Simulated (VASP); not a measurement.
# Si2C (Fm-3m) in VASP: single point with PBE

Aim: the single point of Si2C with PBE.

Everything below comes from runs of VASP 6.6.1. Logs are shortened: lines on timing, memory, paths and dates and some standing lists are left out, and cuts for length are marked.

## (1) The cell of the first run

Symmetry: Fm-3m, No. 225, cubic system. Conventional cell: a = 5.320 Å, b = 5.320 Å, c = 5.320 Å, α = 90.00°, β = 90.00°, γ = 90.00°. Within 3.0 Å of Si (site symmetry -43m) lie 4 C at 2.30 Å and 6 Si at 2.66 Å. Within 3.0 Å of C (site symmetry m-3m) lie 8 Si at 2.30 Å.

## (2) Single point, PBE

Input file POSCAR:

```
Si2C
1.0
    0.0000000000      2.6598805959      2.6598805959
    2.6598805959      0.0000000000      2.6598805959
    2.6598805959      2.6598805959      0.0000000000
Si C
2 1
Direct
    0.2500000000      0.2500000000      0.2500000000
    0.7500000000      0.7500000000      0.7500000000
    0.5000000000      0.5000000000      0.5000000000
```

Input file INCAR.step1:

```
SYSTEM = Si2C
  PREC = Accurate
  ENCUT = 520
  EDIFF = 1E-6
  ISMEAR = 0
  SIGMA = 0.1
  LREAL = .False.
  LASPH = .True.
  NELM = 60
  ALGO = Normal
  ISIF = 2
  LWAVE = .False.
  LCHARG = .True.
  GGA = PE
  NBANDS = 13
```

Input file KPOINTS.step1:

```
regular mesh
0
Gamma
  14 14 14
  0 0 0
```

Input file INCAR.step2:

```
SYSTEM = Si2C
  PREC = Accurate
  ENCUT = 520
  EDIFF = 1E-6
  ISMEAR = -5
  SIGMA = 0.1
  LREAL = .False.
  LASPH = .True.
  NELM = 60
  ALGO = Normal
  ISIF = 2
  LWAVE = .False.
  LCHARG = .False.
  GGA = PE
  LORBIT = 11
  NBANDS = 13
  NEDOS = 1001
  ICHARG = 11
```

Input file KPOINTS.step2:

```
regular mesh
0
Gamma
  21 21 21
  0 0 0
```

Potentials or basis: VASP PAW PBE potentials, release 64 (Si, C).

On the command line:

```bash
> cat potpaw_PBE.64/Si/POTCAR potpaw_PBE.64/C/POTCAR > POTCAR
> cp INCAR.step1 INCAR
> cp KPOINTS.step1 KPOINTS
> mpirun -np 1 vasp_std > vasp.out
> cp INCAR.step2 INCAR
> cp KPOINTS.step2 KPOINTS
> mpirun -np 1 vasp_std > vasp.out
```

OUTCAR:

```text
SYSTEM = Si2C
   PREC = Accurate
   ENCUT = 520
   EDIFF = 1E-6
   ISMEAR = -5
   LREAL = .False.
   LASPH = .True.
   NELM = 60
   ISIF = 2
   GGA = PE
   LORBIT = 11
   ICHARG = 11

 ion  position               nearest neighbor table
   1  0.250  0.250  0.250-   3 2.30   3 2.30   3 2.30   3 2.30   2 2.66   2 2.66   2 2.66   2 2.66
                             2 2.66   2 2.66
   2  0.750  0.750  0.750-   3 2.30   3 2.30   3 2.30   3 2.30   1 2.66   1 2.66   1 2.66   1 2.66
                             1 2.66   1 2.66
   3  0.500  0.500  0.500-   1 2.30   1 2.30   1 2.30   1 2.30   2 2.30   2 2.30   2 2.30   2 2.30

  LATTYP: Found a face centered cubic cell.
 ALAT       =     5.3197611918

  Lattice vectors:

 A1 = (   0.0000000000,   2.6598805959,   2.6598805959)
 A2 = (   2.6598805959,   0.0000000000,   2.6598805959)
 A3 = (   2.6598805959,   2.6598805959,   0.0000000000)

Analysis of symmetry for initial positions (statically):
=====================================================================
 Subroutine PRICEL returns:
 Original cell was already a primitive cell.

 Routine SETGRP: Setting up the symmetry group for a
 face centered cubic supercell.

 Subroutine GETGRP returns: Found 48 space group operations
 (whereof 48 operations were pure point group operations)
 out of a pool of 48 trial point group operations.

The static configuration has the point symmetry O_h .

Analysis of symmetry for dynamics (positions and initial velocities):
=====================================================================
 Subroutine PRICEL returns:
 Original cell was already a primitive cell.

 Routine SETGRP: Setting up the symmetry group for a
 face centered cubic supercell.

 Subroutine GETGRP returns: Found 48 space group operations
 (whereof 48 operations were pure point group operations)
 out of a pool of 48 trial point group operations.

The dynamic configuration has the point symmetry O_h .

 Subroutine INISYM returns: Found 48 space group operations
 (whereof 48 operations are pure point group operations),
 and found     1 'primitive' translations

----------------------------------------------------------------------------------------

                                     Primitive cell

  volume of cell :      37.6371

  direct lattice vectors                    reciprocal lattice vectors
     0.000000000  2.659880596  2.659880596    -0.187978363  0.187978363  0.187978363
     2.659880596  0.000000000  2.659880596     0.187978363 -0.187978363  0.187978363
     2.659880596  2.659880596  0.000000000     0.187978363  0.187978363 -0.187978363

  length of vectors
     3.761639213  3.761639213  3.761639213     0.325588075  0.325588075  0.325588075

  position of ions in fractional coordinates (direct lattice)
     0.250000000  0.250000000  0.250000000
     0.750000000  0.750000000  0.750000000
     0.500000000  0.500000000  0.500000000

  ion indices of the primitive-cell ions
   primitive index   ion index
                 1           1
                 2           2
                 3           3

----------------------------------------------------------------------------------------

 KPOINTS: regular mesh

Automatic generation of k-mesh.
 Grid dimensions read from file:
 generate k-points for:   21   21   21

 Generating k-lattice:

  Cartesian coordinates                     Fractional coordinates (reciprocal lattice)
    -0.008951351  0.008951351  0.008951351     0.047619048  0.000000000  0.000000000
     0.008951351 -0.008951351  0.008951351     0.000000000  0.047619048  0.000000000
     0.008951351  0.008951351 -0.008951351     0.000000000  0.000000000  0.047619048

  Length of vectors
     0.015504194  0.015504194  0.015504194

  Shift w.r.t. Gamma in fractional coordinates (k-lattice)
     0.000000000  0.000000000  0.000000000

 TETIRR: Found   1276 inequivalent tetrahedra from    55566

 Subroutine IBZKPT returns following result:
 ===========================================

 Found    286 irreducible k-points:

 Following reciprocal coordinates:
            Coordinates               Weight
  0.000000  0.000000  0.000000      1.000000
  0.047619  0.000000  0.000000      8.000000
  0.095238  0.000000  0.000000      8.000000
  0.142857  0.000000  0.000000      8.000000
  0.190476  0.000000  0.000000      8.000000
  0.238095  0.000000  0.000000      8.000000
[... 16 lines left out ...]
 -0.428571  0.047619  0.000000     24.000000
 -0.380952  0.047619  0.000000     24.000000
 [... further k-points ...]
   k-points           NKPTS =    286   k-points in BZ     NKDIM =    286   number of bands    NBANDS=     13
   number of dos      NEDOS =   1001   number of ions     NIONS =      3
   total plane-waves  NPLWV =  21952
   dimension x,y,z NGX =    28 NGY =   28 NGZ =   28
   dimension x,y,z NGXF=    56 NGYF=   56 NGZF=   56
   ions per type =               2   1
   NGX,Y,Z   is equivalent  to a cutoff of  12.37, 12.37, 12.37 a.u.
   NGXF,Y,Z  is equivalent  to a cutoff of  24.75, 24.75, 24.75 a.u.
 SYSTEM =  Si2C
   PREC   = accura    normal or accurate (medium, high low for compatibility)
   ISTART =      0    job   : 0-new  1-cont  2-samecut
   ICHARG =     11    charge: 1-file 2-atom 10-const
   ISPIN  =      1    spin polarized calculation?
   LNONCOLLINEAR =      F non collinear calculations
   LSORBIT =      F    spin-orbit coupling
   LASPH  =      T    aspherical Exc in radial PAW
   ENCUT  =  520.0 eV  38.22 Ry    6.18 a.u.   6.99  6.99  6.99*2*pi/ulx,y,z
   NELM   =     60;   NELMIN=  2; NELMDL=  0     # of ELM steps
   EDIFF  = 0.1E-05   stopping-criterion for ELM
   LREAL  =      F    real-space projection
   EDIFFG = 0.1E-04   stopping-criterion for IOM
   NSW    =      0    number of steps for IOM
   IBRION =     -1    ionic relax: 0-MD 1-quasi-New 2-CG
   NFREE  =      0    steps in history (QN), initial steepest desc. (CG)
   ISIF   =      2    stress and relaxation
   ISYM   =      2    0-nonsym 1-usesym 2-fastsym
   POTIM  = 0.5000    time-step for ionic-motion
   TEBEG  =    0.0;   TEEND  =   0.0 temperature during run
   PSTRESS=    0.0 pullay stress
   NELECT =      12.0000    total number of electrons
   NUPDOWN=      -1.0000    fix difference up-down
   EMIN   =  10.00;   EMAX   =-10.00  energy-range for DOS
   EFERMI =   0.00;   METHOD = LEGACY
   ISMEAR =    -5;   SIGMA  =   0.10  broadening in eV -4-tet -1-fermi 0-gaus
   EFERMI_NEDOS =   21; number of points for ismear=-14 and -15
   IALGO  =     38    algorithm
   IMIX   =      4    mixing-type and parameters
     AMIX     =   0.40;   BMIX     =  1.00
     AMIX_MAG =   1.60;   BMIX_MAG =  1.00
  volume/ion in A,a.u.               =      12.55        84.66
  Fermi-wavevector in a.u.,A,eV,Ry     =   1.118398  2.113466 17.018363  1.250814
  Thomas-Fermi vector in A             =   2.255029
   LORBIT       =     11    0 simple, 1 ext, 2 COOP (PROOUT), +10 PAW based schemes
   GGA     = PE    functional components
   LHFCALC =     F    Hartree Fock is set to
   AEXX    =    0.0000 exact exchange contribution
   IVDW    =     0    specifies the selected vdW correction
   LEPSILON=     F    determine dielectric tensor
   LRPA    =     F    only Hartree local field effects (RPA)
 non-spin polarized calculation
 Fermi weights with tetrahedron method with Bloechl corrections
  energy-cutoff  :      520.00
  volume of cell :       37.64
 maximum number of plane-waves:      1026

 number of electron      12.0000000 magnetization

 Free energy of the ion-electron system (eV)
  ---------------------------------------------------
  ext. energy  EPLUGINS =         0.00000000
  ---------------------------------------------------
  free energy    TOTEN  =       -15.49317792 eV

  energy without entropy =      -15.49317792  energy(sigma->0) =      -15.49317792

 E-fermi :   9.2482     XC(G=0): -11.1825

 val. band max:        9.3566882291   @ k =  -0.2381   0.2381   0.0000
 cond. band min:       9.1584466849   @ k =  -0.2857   0.0952   0.0000
 fundamental gap:     -0.1982415442
 Fermi energy:         9.2482080873

 k-point     1 :       0.0000    0.0000    0.0000
  band No.  band energies     occupation
      1      -6.6340      2.00000
      2       5.8933      2.00000
      3       5.8933      2.00000
      4       5.8933      2.00000
      5       6.0803      2.00000
      6       8.2199      2.00000
      7       8.2199      2.00000
      8       8.2199      2.00000
      9       9.9196      0.00000
     10      14.5528      0.00000
     11      14.5528      0.00000
     12      14.5537      0.00000
     13      14.9338      0.00000

 k-point     2 :       0.0476    0.0000    0.0000
  band No.  band energies     occupation
      1      -6.6038      2.00000
      2       5.2428      2.00000
      3       5.8386      2.00000
      4       5.8386      2.00000
      5       6.5247      2.00000
      6       8.1415      2.00000
      7       8.2967      2.00000
      8       8.2967      2.00000
      9      10.2586      0.00000
     10      13.9975      0.00000
     11      13.9975      0.00000
     12      14.4990      0.00000
     13      15.5850      0.00000

 k-point     3 :       0.0952    0.0000    0.0000
  band No.  band energies     occupation
      1      -6.5133      2.00000
      2       4.4040      2.00000
      3       5.6974      2.00000
      4       5.6974      2.00000
      5       6.6522      2.00000
      6       8.2633      2.00000
      7       8.4962      2.00000
      8       8.4962      2.00000
      9      10.9897      0.00000
     10      13.4023      0.00000
     11      13.4023      0.00000
     12      14.3790      0.00000
     13      16.4739      0.00000

 k-point     4 :       0.1429    0.0000    0.0000
  band No.  band energies     occupation
      1      -6.3636      2.00000
      2       3.5122      2.00000
      3       5.5137      2.00000
      4       5.5137      2.00000
      5       6.4472      2.00000
      6       8.7215      2.00000
      7       8.7485      2.00000
      8       8.7485      2.35315
      9      11.7656      0.00000
     10      12.9475      0.00000
     11      12.9475      0.00000
     12      14.3273      0.00000
     13      17.4403      0.00000

 k-point     5 :       0.1905    0.0000    0.0000
  band No.  band energies     occupation
      1      -6.1563      2.00000
      2       2.6082      2.00000
      3       5.3225      2.00000
      4       5.3225      2.00000
      5       6.1638      2.00000
      6       8.9745      2.00000
      7       8.9745      2.04336
      8       9.3158      0.15600
      9      12.2746      0.00000
     10      12.6846      0.00000
     11      12.6846      0.00000
     12      14.5936      0.00000
     13      18.4632      0.00000
[... 257 lines left out ...]
 k-point    22 :      -0.4762    0.0476    0.0000
  band No.  band energies     occupation
      1      -4.2437      2.00000
      2      -1.5424      2.00000
      3       4.1221      2.00000
      4       4.6208      2.00000
      5       5.7145      2.00000
      6       8.6965      2.00000
      7       8.9110      2.00000
      8      11.9451      0.00000
      9      12.8281      0.00000
     10      14.3818      0.00000
     11      14.5058      0.00000
     12      16.7424      0.00000
     13      19.1647      0.00000

 k-point    23 :      -0.4286    0.0476    0.0000
  band No.  band energies     occupation
      1      -4.4057      2.00000
      2      -1.3053      2.00000
      3       4.1099      2.00000
      4       4.6938      2.00000
      5       5.7280      2.00000
      6       8.7715      2.00000
      7       8.8967      2.00000
      8      11.9830      0.00000
      9      12.5779      0.00000
     10      14.0957      0.00000
     11      14.4519      0.00000
     12      16.8802      0.00000
     13      19.1945      0.00000

 k-point    24 :      -0.3810    0.0476    0.0000
  band No.  band energies     occupation
      1      -4.7221      2.00000
      2      -0.8019      2.00000
      3       4.1361      2.00000
      4       4.7972      2.00000
      5       5.7838      2.00000
      6       8.8846      2.00000
      7       8.9253      2.08921
      8      12.0245      0.00000
      9      12.1147      0.00000
     10      13.5449      0.00000
     11      14.2870      0.00000
     12      17.0716      0.00000
     13      19.4686      0.00000

 [... further k-points ...]
[... 5 lines left out ...]
  --------------------------------------------------------------------------------------
  -------------------------------------------------------------------------------------
  Total        0.1622945      0.1622945      0.1622945      0.0000000     -0.0000000      0.0000000
  in kB        6.9087253      6.9087253      6.9087253      0.0000000     -0.0000000      0.0000000
  external PRESSURE =       6.9087253 kB  Pullay stress =       0.0000000 kB

 VOLUME and BASIS-vectors are now :
 -----------------------------------------------------------------------------
  energy-cutoff  :      520.00
  volume of cell :       37.64
      direct lattice vectors                 reciprocal lattice vectors
     0.000000000  2.659880596  2.659880596    -0.187978363  0.187978363  0.187978363
     2.659880596  0.000000000  2.659880596     0.187978363 -0.187978363  0.187978363
     2.659880596  2.659880596  0.000000000     0.187978363  0.187978363 -0.187978363

 POSITION                                       TOTAL-FORCE (eV/Angst)
 -----------------------------------------------------------------------------------
      1.32994      1.32994      1.32994         0.000000      0.000000      0.000000
      3.98982      3.98982      3.98982        -0.000000     -0.000000     -0.000000
      2.65988      2.65988      2.65988         0.000000      0.000000      0.000000
 -----------------------------------------------------------------------------------
    total drift:                                0.000000      0.000000      0.000000

  FREE ENERGIE OF THE ION-ELECTRON SYSTEM (eV)
  ---------------------------------------------------
  free  energy   TOTEN  =       -15.4931779184 eV

  energy  without entropy=      -15.4931779184  energy(sigma->0) =      -15.49317792

 total charge

# of ion       s       p       d       tot
------------------------------------------
    1        0.843   0.697   0.000   1.540
    2        0.843   0.697   0.000   1.540
    3        0.988   1.202   0.000   2.190
--------------------------------------------------
tot          2.674   2.595   0.000   5.269
```

Run time: 92 s. Hardware: 1 thread of Intel Xeon Platinum 8488C (Sapphire Rapids), shared host; peak memory 0.24 GiB.

What came out:

```yaml
Valence_electrons_inside_the_program's_atomic_spheres: Si 1.54; C 2.19
```

Caveat: tetrahedron occupations give inexact forces and stress in metals.
